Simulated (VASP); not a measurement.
# LaTlS3 (Cmcm) in VASP: single point with PBE

Aim: the single point of LaTlS3 with PBE.

Everything below comes from runs of VASP 6.6.1. Logs are shortened: lines on timing, memory, paths and dates and some standing lists are left out, and cuts for length are marked.

## 1. The cell of the first run

It takes space group Cmcm (No. 63, orthorhombic). The conventional cell has a = 4.039 Å, b = 13.004 Å, c = 9.794 Å, α = 90.00°, β = 90.00°, γ = 90.00°. Within 3.5 Å of Tl (site symmetry 2/m) lie 6 S at 2.68 to 2.80 Å. Within 4.1 Å of S (site symmetry m) lie 2 Tl at 2.80 Å and 3 La at 3.10 to 3.34 Å and 11 S at 3.67 to 4.04 Å. Within 3.5 Å of S (site symmetry m2m) lie 2 Tl at 2.68 Å and 2 La at 2.93 Å. La (site symmetry m2m) has 8 S at 2.93 to 3.34 Å and 2 La at 4.04 Å and 2 Tl at 4.11 Å within 4.2 Å.

## 2. Single point, PBE

The input, INCAR:

```
PREC = Accurate
ENCUT = 520
EDIFF = 1E-6
ISMEAR = 1
SIGMA = 0.0215
LREAL = F
LASPH = T
NELM = 100
ALGO = Normal
ISIF = 2
LWAVE = F
LCHARG = T
GGA = PE
LELF = T
LVHAR = T
NBANDS = 53
```

The input, KPOINTS:

```
Automatic mesh
0
Gamma
  7 7 3
```

The input, POSCAR:

```
LaTlS3
1.0
    4.0394830000      0.0000000000      0.0000000000
    2.0197420000     -6.5022110000      0.0000000000
    0.0000000000      0.0000000000     -9.7944960000
Tl S La
2 6 2
Direct
    0.0000000000      0.0000000000      0.0000000000
    0.0000000000      0.0000000000      0.5000000000
    0.3585000000      0.2830000000      0.9389000000
    0.6415000000      0.7170000000      0.4389000000
    0.6415000000      0.7170000000      0.0611000000
    0.3585000000      0.2830000000      0.5611000000
    0.0835000000      0.8330000000      0.7500000000
    0.9165000000      0.1670000000      0.2500000000
    0.7465100000      0.5069800000      0.7500000000
    0.2534900000      0.4930200000      0.2500000000
```

Potentials or basis: VASP PAW PBE potentials, release 64 (Tl_d, S, La).

Run with:

```console
> cat potpaw_PBE.64/Tl_d/POTCAR potpaw_PBE.64/S/POTCAR potpaw_PBE.64/La/POTCAR > POTCAR
> mpirun -np 1 vasp_std > vasp.out
```

OUTCAR:

```text
PREC = Accurate
   ENCUT = 520
   EDIFF = 1E-6
   ISMEAR = 1
   LREAL = F
   LASPH = T
   NELM = 100
   ISIF = 2
   GGA = PE

 ion  position               nearest neighbor table
   1  0.000  0.000  0.000-   7 2.68   8 2.68   5 2.80   3 2.80   5 2.80   3 2.80
   2  0.000  0.000  0.500-   7 2.68   8 2.68   4 2.80   6 2.80   6 2.80   4 2.80
   3  0.358  0.283  0.939-   1 2.80   1 2.80   9 3.10   9 3.10
   4  0.642  0.717  0.439-   2 2.80   2 2.80  10 3.10  10 3.10
   5  0.642  0.717  0.061-   1 2.80   1 2.80  10 3.10  10 3.10
   6  0.358  0.283  0.561-   2 2.80   2 2.80   9 3.10   9 3.10
   7  0.084  0.833  0.750-   1 2.68   2 2.68   9 2.93   9 2.93
   8  0.916  0.167  0.250-   1 2.68   2 2.68  10 2.93  10 2.93
   9  0.747  0.507  0.750-   7 2.93   7 2.93   3 3.10   6 3.10   3 3.10   6 3.10
  10  0.253  0.493  0.250-   8 2.93   8 2.93   4 3.10   5 3.10   5 3.10   4 3.10

  LATTYP: Found a base centered orthorhombic cell.
 ALAT       =     4.0394830000
 B/A-ratio  =     3.2193283150
 C/A-ratio  =     2.4246904864

  Lattice vectors:

 A1 = (   2.0197410000,   6.5022110000,   0.0000000000)
 A2 = (   2.0197420000,  -6.5022110000,   0.0000000000)
 A3 = (   0.0000000000,   0.0000000000,  -9.7944960000)

Analysis of symmetry for initial positions (statically):
=====================================================================
 Subroutine PRICEL returns:
 Original cell was already a primitive cell.

 Routine SETGRP: Setting up the symmetry group for a
 base centered orthorhombic supercell.

 Subroutine GETGRP returns: Found  8 space group operations
 (whereof  4 operations were pure point group operations)
 out of a pool of  8 trial point group operations.

The static configuration has the point symmetry C_2h.
 The point group associated with its full space group is D_2h.

Analysis of symmetry for dynamics (positions and initial velocities):
=====================================================================
 Subroutine PRICEL returns:
 Original cell was already a primitive cell.

 Routine SETGRP: Setting up the symmetry group for a
 base centered orthorhombic supercell.

 Subroutine GETGRP returns: Found  8 space group operations
 (whereof  4 operations were pure point group operations)
 out of a pool of  8 trial point group operations.

The dynamic configuration has the point symmetry C_2h.
 The point group associated with its full space group is D_2h.

 Subroutine INISYM returns: Found  8 space group operations
 (whereof  4 operations are pure point group operations),
 and found     1 'primitive' translations

----------------------------------------------------------------------------------------

                                     Primitive cell

  volume of cell :     257.2580

  direct lattice vectors                    reciprocal lattice vectors
     4.039483000  0.000000000  0.000000000     0.247556432  0.076896939  0.000000000
     2.019742000 -6.502211000  0.000000000     0.000000000 -0.153793840  0.000000000
     0.000000000  0.000000000 -9.794496000     0.000000000  0.000000000 -0.102098158

  length of vectors
     4.039483000  6.808678700  9.794496000     0.259224471  0.153793840  0.102098158

  position of ions in fractional coordinates (direct lattice)
     0.000000000  0.000000000  0.000000000
     0.000000000  0.000000000  0.500000000
     0.358500000  0.283000000  0.938900000
     0.641500000  0.717000000  0.438900000
     0.641500000  0.717000000  0.061100000
     0.358500000  0.283000000  0.561100000
     0.083500000  0.833000000  0.750000000
     0.916500000  0.167000000  0.250000000
     0.746510000  0.506980000  0.750000000
     0.253490000  0.493020000  0.250000000

  ion indices of the primitive-cell ions
   primitive index   ion index
                 1           1
                 2           2
                 3           3
                 4           4
                 5           5
                 6           6
                 7           7
                 8           8
                 9           9
                10          10

----------------------------------------------------------------------------------------

 KPOINTS: Automatic mesh

Automatic generation of k-mesh.
 Grid dimensions read from file:
 generate k-points for:    7    7    3

 Generating k-lattice:

  Cartesian coordinates                     Fractional coordinates (reciprocal lattice)
     0.035365205  0.010985277  0.000000000     0.142857143 -0.000000000  0.000000000
     0.000000000 -0.021970549  0.000000000     0.000000000  0.142857143  0.000000000
     0.000000000  0.000000000 -0.034032719     0.000000000  0.000000000  0.333333333

  Length of vectors
     0.037032067  0.021970549  0.034032719

  Shift w.r.t. Gamma in fractional coordinates (k-lattice)
     0.000000000  0.000000000  0.000000000

 Subroutine IBZKPT returns following result:
 ===========================================

 Found     32 irreducible k-points:

 Following reciprocal coordinates:
            Coordinates               Weight
  0.000000  0.000000  0.000000      1.000000
  0.142857  0.000000  0.000000      4.000000
  0.285714 -0.000000  0.000000      4.000000
  0.428571 -0.000000  0.000000      4.000000
  0.000000  0.142857  0.000000      2.000000
  0.285714  0.142857  0.000000      2.000000
[... 16 lines left out ...]
  0.428571  0.142857  0.333333      8.000000
 -0.428571  0.142857  0.333333      8.000000
 [... further k-points ...]
   k-points           NKPTS =     32   k-points in BZ     NKDIM =     32   number of bands    NBANDS=     53
   number of dos      NEDOS =    301   number of ions     NIONS =     10
   total plane-waves  NPLWV = 129600
   dimension x,y,z NGX =    30 NGY =   54 NGZ =   80
   dimension x,y,z NGXF=    60 NGYF=  108 NGZF=  160
   ions per type =               2   6   2
   NGX,Y,Z   is equivalent  to a cutoff of  12.35, 13.19, 13.58 a.u.
   NGXF,Y,Z  is equivalent  to a cutoff of  24.69, 26.37, 27.16 a.u.
 SYSTEM =  unknown system
   PREC   = accura    normal or accurate (medium, high low for compatibility)
   ISTART =      0    job   : 0-new  1-cont  2-samecut
   ICHARG =      2    charge: 1-file 2-atom 10-const
   ISPIN  =      1    spin polarized calculation?
   LNONCOLLINEAR =      F non collinear calculations
   LSORBIT =      F    spin-orbit coupling
   LASPH  =      T    aspherical Exc in radial PAW
   ENCUT  =  520.0 eV  38.22 Ry    6.18 a.u.   7.51 12.66 18.21*2*pi/ulx,y,z
   NELM   =    100;   NELMIN=  2; NELMDL= -5     # of ELM steps
   EDIFF  = 0.1E-05   stopping-criterion for ELM
   LREAL  =      F    real-space projection
   EDIFFG = 0.1E-04   stopping-criterion for IOM
   NSW    =      0    number of steps for IOM
   IBRION =     -1    ionic relax: 0-MD 1-quasi-New 2-CG
   NFREE  =      0    steps in history (QN), initial steepest desc. (CG)
   ISIF   =      2    stress and relaxation
   ISYM   =      2    0-nonsym 1-usesym 2-fastsym
   POTIM  = 0.5000    time-step for ionic-motion
   TEBEG  =    0.0;   TEEND  =   0.0 temperature during run
   PSTRESS=    0.0 pullay stress
   NELECT =      84.0000    total number of electrons
   NUPDOWN=      -1.0000    fix difference up-down
   EMIN   =  10.00;   EMAX   =-10.00  energy-range for DOS
   EFERMI =   0.00;   METHOD = LEGACY
   ISMEAR =     1;   SIGMA  =   0.02  broadening in eV -4-tet -1-fermi 0-gaus
   EFERMI_NEDOS =   21; number of points for ismear=-14 and -15
   IALGO  =     38    algorithm
   IMIX   =      4    mixing-type and parameters
     AMIX     =   0.40;   BMIX     =  1.00
     AMIX_MAG =   1.60;   BMIX_MAG =  1.00
  volume/ion in A,a.u.               =      25.73       173.61
  Fermi-wavevector in a.u.,A,eV,Ry     =   1.127314  2.130315 17.290789  1.270837
  Thomas-Fermi vector in A             =   2.264000
   LORBIT       =      0    0 simple, 1 ext, 2 COOP (PROOUT), +10 PAW based schemes
   GGA     = PE    functional components
   LHFCALC =     F    Hartree Fock is set to
   AEXX    =    0.0000 exact exchange contribution
   IVDW    =     0    specifies the selected vdW correction
   LEPSILON=     F    determine dielectric tensor
   LRPA    =     F    only Hartree local field effects (RPA)
 non-spin polarized calculation
 Methfessel and Paxton  Order N= 1 SIGMA  =   0.02
  energy-cutoff  :      520.00
  volume of cell :      257.26
 maximum number of plane-waves:      6963
 NGX is ok and might be reduce to    30
   NGX = 15   NGY = 25   NGZ = 37

 number of electron      83.9999995 magnetization

 Free energy of the ion-electron system (eV)
  ---------------------------------------------------
  ext. energy  EPLUGINS =         0.00000000
  ---------------------------------------------------
  free energy    TOTEN  =       -49.45471725 eV

  energy without entropy =      -49.45474458  energy(sigma->0) =      -49.45472636

 E-fermi :   4.8153     XC(G=0):  -9.5114

 val. band max:        4.7976118101   @ k =   0.0000   0.0000   0.0000
 cond. band min:       4.8342478315   @ k =   0.0000   0.0000   0.0000
 fundamental gap:      0.0366360214
 Fermi energy:         4.8152724940

 k-point     1 :       0.0000    0.0000    0.0000
  band No.  band energies     occupation
      1     -27.2847      2.00000
      2     -27.2829      2.00000
      3     -11.1299      2.00000
      4     -11.1001      2.00000
      5     -11.0857      2.00000
      6     -10.9383      2.00000
[... 45 lines left out ...]
     52       7.5449      0.00000
     53       7.5765      0.00000

 k-point     2 :       0.1429    0.0000    0.0000
  band No.  band energies     occupation
      1     -27.2791      2.00000
      2     -27.2775      2.00000
      3     -11.1005      2.00000
      4     -11.0742      2.00000
      5     -11.0583      2.00000
      6     -10.9259      2.00000
[... 45 lines left out ...]
     52       7.5526      0.00000
     53       7.5882      0.00000
[... 1174 lines left out ...]
     52       7.5723      0.00000
     53       7.5887      0.00000

 k-point    24 :      -0.4286    0.1429    0.3333
  band No.  band energies     occupation
      1     -27.2563      2.00000
      2     -27.2561      2.00000
      3     -11.3168      2.00000
      4     -11.3156      2.00000
      5     -10.9615      2.00000
      6     -10.9562      2.00000
[... 45 lines left out ...]
     52       7.5495      0.00000
     53       7.5811      0.00000

 [... further k-points ...]
[... 5 lines left out ...]
  --------------------------------------------------------------------------------------
  -------------------------------------------------------------------------------------
  Total       -3.4627960     -4.1248819     -7.1426165      0.0000003     -0.0000000      0.0000000
  in kB      -21.5659477    -25.6893529    -44.4835028      0.0000020     -0.0000000      0.0000000
  external PRESSURE =     -30.5796011 kB  Pullay stress =       0.0000000 kB

 VOLUME and BASIS-vectors are now :
 -----------------------------------------------------------------------------
  energy-cutoff  :      520.00
  volume of cell :      257.26
      direct lattice vectors                 reciprocal lattice vectors
     4.039483000  0.000000000  0.000000000     0.247556432  0.076896939  0.000000000
     2.019742000 -6.502211000  0.000000000     0.000000000 -0.153793840  0.000000000
     0.000000000  0.000000000 -9.794496000     0.000000000  0.000000000 -0.102098158

 POSITION                                       TOTAL-FORCE (eV/Angst)
 -----------------------------------------------------------------------------------
      0.00000      0.00000      0.00000         0.000000      0.000000     -0.000000
      0.00000      0.00000     -4.89725         0.000000      0.000000     -0.000000
      2.01974     -1.84013     -9.19605         0.000000     -0.485009     -0.196835
      4.03948     -4.66209     -4.29880        -0.000000      0.485009     -0.196835
      4.03948     -4.66209     -0.59844        -0.000000      0.485009      0.196835
      2.01974     -1.84013     -5.49569         0.000000     -0.485009      0.196835
      2.01974     -5.41634     -7.34587        -0.000000      0.479031     -0.000000
      4.03948     -1.08587     -2.44862         0.000000     -0.479031     -0.000000
      4.03948     -3.29649     -7.34587        -0.000000      0.140375     -0.000000
      2.01974     -3.20572     -2.44862         0.000000     -0.140375     -0.000000
 -----------------------------------------------------------------------------------
    total drift:                                0.000000     -0.000000      0.000000

  FREE ENERGIE OF THE ION-ELECTRON SYSTEM (eV)
  ---------------------------------------------------
  free  energy   TOTEN  =       -49.4547172498 eV

  energy  without entropy=      -49.4547445814  energy(sigma->0) =      -49.45472636
```

Wall time 7.8 min (1 thread of AMD EPYC 7R43 (Zen 3), shared host); peak memory 0.56 GiB.

What came out:

| Quantity | Value |
| --- | --- |
| Free energy | -49.4547 eV |
| Pressure | -3.1 GPa |
| Largest force | 0.523 eV/Å |
| Band gap on the k mesh | 0.04 eV |

Forces in eV/Å, atoms in the order of the input:
```
Tl   0.000  0.000  0.000
Tl   0.000  0.000  0.000
S    0.000 -0.485 -0.197
S    0.000  0.485 -0.197
S    0.000  0.485  0.197
S    0.000 -0.485  0.197
S    0.000  0.479  0.000
S    0.000 -0.479  0.000
La   0.000  0.140  0.000
La   0.000 -0.140  0.000
```

Levels at points of the mesh, in eV from the valence-band top:
| k point | band 38 | band 39 | band 40 | band 41 | band 42 | band 43 | band 44 | band 45 | band 46 | band 47 |
| --- | --- | --- | --- | --- | --- | --- | --- | --- | --- | --- |
| (0.00, 0.00, 0.00) | -0.82 | -0.57 | -0.44 | -0.44 | 0.00 | 0.04 | 1.60 | 2.43 | 2.54 | 2.56 |

Caveat: the cell stands under tension; spin-orbit coupling is left out, which moves the levels of the heavy elements.
